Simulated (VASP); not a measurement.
# WC (de600) (P-6m2) in VASP: notebook

WC (de600) is run at these levels: LDA; tasks: single point.

Everything below comes from runs of VASP 6.6.1. Logs are shortened: lines on timing, memory, paths and dates and some standing lists are left out, and cuts for length are marked.

### 1 The cell of the first run

It takes space group P-6m2 (No. 187, hexagonal). The conventional cell has a = 2.882 Å, b = 2.882 Å, c = 2.824 Å, α = 90.00°, β = 90.00°, γ = 120.00°. W (site symmetry -6m2) has 6 C at 2.18 Å and 8 W at 2.82 to 2.88 Å within 2.9 Å. Within 2.9 Å of C (site symmetry -6m2) lie 6 W at 2.18 Å and 8 C at 2.82 to 2.88 Å.

### 2 Single point, LDA

The input, INCAR:

```
  PREC = Accurate
  ENCUT = 520
  EDIFF = 1E-7
  ISMEAR = 0
  SIGMA = 0.1
  LREAL = False
  LASPH = True
  NELM = 60
  ALGO = Normal
  ISIF = 2
  LWAVE = False
  LCHARG = False
  GGA = CA
  NBANDS = 16
```

The input, KPOINTS:

```
Automatic mesh
0
Gamma
  9 9 6
```

The input, POSCAR:

```
WC
1.0
    2.8820700000      0.0000000000      0.0000000000
   -1.4410350000      2.4959458400      0.0000000000
    0.0000000000      0.0000000000      2.8238700000
W C
1 1
Direct
    0.0000000000      0.0000000000      0.0000000000
    0.6666666700      0.3333333300      0.5000000000
```

Potentials or basis: VASP PAW LDA potentials, release 64 (W_sv, C).

Launch:

```console
$ cat potpaw_LDA.64/W_sv/POTCAR potpaw_LDA.64/C/POTCAR > POTCAR
$ mpirun -np 1 vasp_std > vasp.out
```

OUTCAR:

```text
PREC = Accurate
   ENCUT = 520
   EDIFF = 1E-7
   ISMEAR = 0
   LREAL = False
   LASPH = True
   NELM = 60
   ISIF = 2
   GGA = CA

 ion  position               nearest neighbor table
   1  0.000  0.000  0.000-   2 2.18   2 2.18   2 2.18   2 2.18   2 2.18   2 2.18
   2  0.667  0.333  0.500-   1 2.18   1 2.18   1 2.18   1 2.18   1 2.18   1 2.18

  LATTYP: Found a hexagonal cell.
 ALAT       =     2.8820700000
 C/A-ratio  =     0.9798061810

  Lattice vectors:

 A1 = (   2.8820700000,   0.0000000000,   0.0000000000)
 A2 = (  -1.4410350000,   2.4959458400,   0.0000000000)
 A3 = (   0.0000000000,   0.0000000000,   2.8238700000)

Analysis of symmetry for initial positions (statically):
=====================================================================
 Subroutine PRICEL returns:
 Original cell was already a primitive cell.

 Routine SETGRP: Setting up the symmetry group for a
 hexagonal supercell.

 Subroutine GETGRP returns: Found 12 space group operations
 (whereof 12 operations were pure point group operations)
 out of a pool of 24 trial point group operations.

The static configuration has the point symmetry D_3h.

Analysis of symmetry for dynamics (positions and initial velocities):
=====================================================================
 Subroutine PRICEL returns:
 Original cell was already a primitive cell.

 Routine SETGRP: Setting up the symmetry group for a
 hexagonal supercell.

 Subroutine GETGRP returns: Found 12 space group operations
 (whereof 12 operations were pure point group operations)
 out of a pool of 24 trial point group operations.

The dynamic configuration has the point symmetry D_3h.

 Subroutine INISYM returns: Found 12 space group operations
 (whereof 12 operations are pure point group operations),
 and found     1 'primitive' translations

----------------------------------------------------------------------------------------

                                     Primitive cell

  volume of cell :      20.3135

  direct lattice vectors                    reciprocal lattice vectors
     2.882070000  0.000000000  0.000000000     0.346972835  0.200324860  0.000000000
    -1.441035000  2.495945840  0.000000000     0.000000000  0.400649719  0.000000000
     0.000000000  0.000000000  2.823870000     0.000000000  0.000000000  0.354123950

  length of vectors
     2.882070000  2.882070004  2.823870000     0.400649720  0.400649719  0.354123950

  position of ions in fractional coordinates (direct lattice)
     0.000000000  0.000000000  0.000000000
     0.666666670  0.333333330  0.500000000

  ion indices of the primitive-cell ions
   primitive index   ion index
                 1           1
                 2           2

----------------------------------------------------------------------------------------

 KPOINTS: Automatic mesh

Automatic generation of k-mesh.
 Grid dimensions read from file:
 generate k-points for:    9    9    6

 Generating k-lattice:

  Cartesian coordinates                     Fractional coordinates (reciprocal lattice)
     0.038552537  0.022258318  0.000000000     0.111111111  0.000000000  0.000000000
     0.000000000  0.044516635  0.000000000     0.000000000  0.111111111  0.000000000
     0.000000000  0.000000000  0.059020658     0.000000000  0.000000000  0.166666667

  Length of vectors
     0.044516636  0.044516635  0.059020658

  Shift w.r.t. Gamma in fractional coordinates (k-lattice)
     0.000000000  0.000000000  0.000000000

 Subroutine IBZKPT returns following result:
 ===========================================

 Found     48 irreducible k-points:

 Following reciprocal coordinates:
            Coordinates               Weight
  0.000000  0.000000  0.000000      1.000000
  0.111111  0.000000  0.000000      6.000000
  0.222222  0.000000  0.000000      6.000000
  0.333333  0.000000  0.000000      6.000000
  0.444444  0.000000  0.000000      6.000000
  0.111111  0.111111  0.000000      6.000000
[... 16 lines left out ...]
  0.333333  0.222222  0.166667     24.000000
  0.333333  0.333333  0.166667      4.000000
 [... further k-points ...]
   k-points           NKPTS =     48   k-points in BZ     NKDIM =     48   number of bands    NBANDS=     16
   number of dos      NEDOS =    301   number of ions     NIONS =      2
   total plane-waves  NPLWV =  13824
   dimension x,y,z NGX =    24 NGY =   24 NGZ =   24
   dimension x,y,z NGXF=    48 NGYF=   48 NGZF=   48
   ions per type =               1   1
   NGX,Y,Z   is equivalent  to a cutoff of  13.84, 13.84, 14.13 a.u.
   NGXF,Y,Z  is equivalent  to a cutoff of  27.69, 27.69, 28.26 a.u.
 SYSTEM =  unknown system
   PREC   = accura    normal or accurate (medium, high low for compatibility)
   ISTART =      0    job   : 0-new  1-cont  2-samecut
   ICHARG =      2    charge: 1-file 2-atom 10-const
   ISPIN  =      1    spin polarized calculation?
   LNONCOLLINEAR =      F non collinear calculations
   LSORBIT =      F    spin-orbit coupling
   LASPH  =      T    aspherical Exc in radial PAW
   ENCUT  =  520.0 eV  38.22 Ry    6.18 a.u.   5.36  5.36  5.25*2*pi/ulx,y,z
   NELM   =     60;   NELMIN=  2; NELMDL= -5     # of ELM steps
   EDIFF  = 0.1E-06   stopping-criterion for ELM
   LREAL  =      F    real-space projection
   EDIFFG = 0.1E-05   stopping-criterion for IOM
   NSW    =      0    number of steps for IOM
   IBRION =     -1    ionic relax: 0-MD 1-quasi-New 2-CG
   NFREE  =      0    steps in history (QN), initial steepest desc. (CG)
   ISIF   =      2    stress and relaxation
   ISYM   =      2    0-nonsym 1-usesym 2-fastsym
   POTIM  = 0.5000    time-step for ionic-motion
   TEBEG  =    0.0;   TEEND  =   0.0 temperature during run
   PSTRESS=    0.0 pullay stress
   NELECT =      18.0000    total number of electrons
   NUPDOWN=      -1.0000    fix difference up-down
   EMIN   =  10.00;   EMAX   =-10.00  energy-range for DOS
   EFERMI =   0.00;   METHOD = LEGACY
   ISMEAR =     0;   SIGMA  =   0.10  broadening in eV -4-tet -1-fermi 0-gaus
   EFERMI_NEDOS =   21; number of points for ismear=-14 and -15
   IALGO  =     38    algorithm
   IMIX   =      4    mixing-type and parameters
     AMIX     =   0.40;   BMIX     =  1.00
     AMIX_MAG =   1.60;   BMIX_MAG =  1.00
  volume/ion in A,a.u.               =      10.16        68.54
  Fermi-wavevector in a.u.,A,eV,Ry     =   1.572428  2.971459 33.640826  2.472531
  Thomas-Fermi vector in A             =   2.673864
   LORBIT       =      0    0 simple, 1 ext, 2 COOP (PROOUT), +10 PAW based schemes
   GGA     = CA    functional components
   LHFCALC =     F    Hartree Fock is set to
   AEXX    =    0.0000 exact exchange contribution
   IVDW    =     0    specifies the selected vdW correction
   LEPSILON=     F    determine dielectric tensor
   LRPA    =     F    only Hartree local field effects (RPA)
 non-spin polarized calculation
 Gauss-broadening in eV      SIGMA  =   0.10
  energy-cutoff  :      520.00
  volume of cell :       20.31
 maximum number of plane-waves:       567
 NGX is ok and might be reduce to    24
   NGX = 11   NGY = 11   NGZ = 11

 number of electron      18.0000000 magnetization

 Free energy of the ion-electron system (eV)
  ---------------------------------------------------
  ext. energy  EPLUGINS =         0.00000000
  ---------------------------------------------------
  free energy    TOTEN  =       -24.69140408 eV

  energy without entropy =      -24.68770403  energy(sigma->0) =      -24.68955406

 E-fermi :  11.3303     XC(G=0): -14.0966

 val. band max:       11.3296829994   @ k =   0.3333   0.2222   0.0000
 cond. band min:      11.3771030583   @ k =   0.0000   0.0000   0.0000
 fundamental gap:      0.0474200589
 Fermi energy:        11.3303456271

 k-point     1 :       0.0000    0.0000    0.0000
  band No.  band energies     occupation
      1     -62.1929      2.00000
      2     -26.4548      2.00000
      3     -26.3135      2.00000
      4     -26.3135      2.00000
      5      -3.1445      2.00000
      6       6.8461      2.00000
[... 8 lines left out ...]
     15      25.8895      0.00000
     16      28.2905      0.00000

 k-point     2 :       0.1111    0.0000    0.0000
  band No.  band energies     occupation
      1     -62.1850      2.00000
      2     -26.4403      2.00000
      3     -26.4254      2.00000
      4     -26.3387      2.00000
      5      -2.8118      2.00000
      6       6.8741      2.00000
[... 8 lines left out ...]
     15      25.3384      0.00000
     16      28.9728      0.00000

 k-point     3 :       0.2222    0.0000    0.0000
  band No.  band energies     occupation
      1     -62.1650      2.00000
      2     -26.7008      2.00000
      3     -26.4032      2.00000
      4     -26.4021      2.00000
      5      -1.9194      2.00000
      6       5.9881      2.00000
[... 8 lines left out ...]
     15      25.2877      0.00000
     16      29.7786      0.00000

 k-point     4 :       0.3333    0.0000    0.0000
  band No.  band energies     occupation
      1     -62.1421      2.00000
      2     -27.0014      2.00000
      3     -26.4732      2.00000
      4     -26.3608      2.00000
      5      -0.7618      2.00000
      6       4.9636      2.00000
[... 8 lines left out ...]
     15      26.4930      0.00000
     16      28.3305      0.00000
[... 324 lines left out ...]
 k-point    22 :       0.2222    0.2222    0.1667
  band No.  band energies     occupation
      1     -62.1211      2.00000
      2     -26.9884      2.00000
      3     -26.6048      2.00000
      4     -26.5336      2.00000
      5       0.1045      2.00000
      6       5.2724      2.00000
[... 8 lines left out ...]
     15      25.4652      0.00000
     16      28.1094      0.00000

 k-point    23 :       0.3333    0.2222    0.1667
  band No.  band energies     occupation
      1     -62.1097      2.00000
      2     -27.0543      2.00000
      3     -26.7215      2.00000
      4     -26.5093      2.00000
      5       0.7363      2.00000
      6       4.9598      2.00000
[... 8 lines left out ...]
     15      25.2845      0.00000
     16      28.3513      0.00000

 k-point    24 :       0.3333    0.3333    0.1667
  band No.  band energies     occupation
      1     -62.1058      2.00000
      2     -26.9509      2.00000
      3     -26.8916      2.00000
      4     -26.5009      2.00000
      5       0.9797      2.00000
      6       5.7061      2.00000
[... 8 lines left out ...]
     15      26.5252      0.00000
     16      27.8383      0.00000

 [... further k-points ...]
[... 5 lines left out ...]
  --------------------------------------------------------------------------------------
  -------------------------------------------------------------------------------------
  Total        0.4028629      0.4028629     -0.2749405      0.0000000      0.0000000     -0.0000000
  in kB       31.7748474     31.7748475    -21.6852715      0.0000000      0.0000000     -0.0000000
  external PRESSURE =      13.9548078 kB  Pullay stress =       0.0000000 kB

 VOLUME and BASIS-vectors are now :
 -----------------------------------------------------------------------------
  energy-cutoff  :      520.00
  volume of cell :       20.31
      direct lattice vectors                 reciprocal lattice vectors
     2.882070000  0.000000000  0.000000000     0.346972835  0.200324860  0.000000000
    -1.441035000  2.495945840  0.000000000     0.000000000  0.400649719  0.000000000
     0.000000000  0.000000000  2.823870000     0.000000000  0.000000000  0.354123950

 POSITION                                       TOTAL-FORCE (eV/Angst)
 -----------------------------------------------------------------------------------
      0.00000      0.00000      0.00000        -0.000000      0.000000      0.000000
      1.44104      0.83198      1.41193         0.000000      0.000000      0.000000
 -----------------------------------------------------------------------------------
    total drift:                               -0.000003      0.000002     -0.000000

  FREE ENERGIE OF THE ION-ELECTRON SYSTEM (eV)
  ---------------------------------------------------
  free  energy   TOTEN  =       -24.6914040835 eV

  energy  without entropy=      -24.6877040298  energy(sigma->0) =      -24.68955406
```

Wall time 12 s (1 thread of Intel Xeon Platinum 8259CL at 2.50GHz (Skylake/Cascade Lake), shared host); peak memory 0.14 GiB.

Results:

```
Free energy            : -24.6914 eV
Pressure               : 1.4 GPa
Band gap on the k mesh : zero (band 9 reaches 11.83 eV, above the bottom of band 10 at 10.66 eV)
```

Caveat: the k points lie up to 0.37 Å⁻¹ apart; spin-orbit coupling is left out, which moves the levels of the heavy elements.

### 3 Single point, LDA

This run uses another cell than the first one, of 10.13 Å³/atom, 0.997 times its volume.

The input, INCAR:

```
  PREC = Accurate
  ENCUT = 520
  EDIFF = 1E-6
  ISMEAR = 0
  SIGMA = 0.1
  LREAL = False
  LASPH = True
  NELM = 100
  ALGO = Normal
  ISIF = 2
  LWAVE = False
  LCHARG = False
  NBANDS = 16
```

The input, KPOINTS:

```
Automatic mesh
0
Gamma
  15 15 12
```

The input, POSCAR:

```
WC
1.0
    2.8842496713      0.0000000000      0.0000000000
   -1.4421248357      2.4978334862      0.0000000000
    0.0000000000      0.0000000000      2.8119798401
W C
1 1
Direct
    0.0000000000      0.0000000000      0.0000000000
    0.6666666667      0.3333333333      0.5000000000
```

Potentials or basis: VASP PAW LDA potentials, release 64 (W_sv, C).

Launch:

```console
$ cat potpaw_LDA.64/W_sv/POTCAR potpaw_LDA.64/C/POTCAR > POTCAR
$ mpirun -np 1 vasp_std > vasp.out
```

Run time: 32 s. Hardware: 1 thread of Intel Xeon Platinum 8259CL at 2.50GHz (Skylake/Cascade Lake), shared host; peak memory 0.17 GiB.

The run converged. Its results:

```
Free energy            : -24.7009 eV
Pressure               : 2.6 GPa
Band gap on the k mesh : zero (band 9 reaches 11.94 eV, above the bottom of band 10 at 10.69 eV)
```

Stress tensor (GPa, compression positive):
```
2.42 0.00 0.00
0.00 2.42 0.00
0.00 0.00 2.94
```

Levels at points of the mesh, in eV from the Fermi level:
| k point | band 7 | band 8 | band 9 | band 10 | band 11 | band 12 |
| --- | --- | --- | --- | --- | --- | --- |
| (0.00, 0.00, 0.00) | -3.41 | -3.41 | 0.17 | 3.34 | 3.34 | 5.78 |
| (0.00, 0.00, 0.50) | -2.06 | -2.06 | -0.61 | -0.61 | 3.81 | 4.59 |

Caveat: spin-orbit coupling is left out, which moves the levels of the heavy elements.

[end of part 1 of 2]
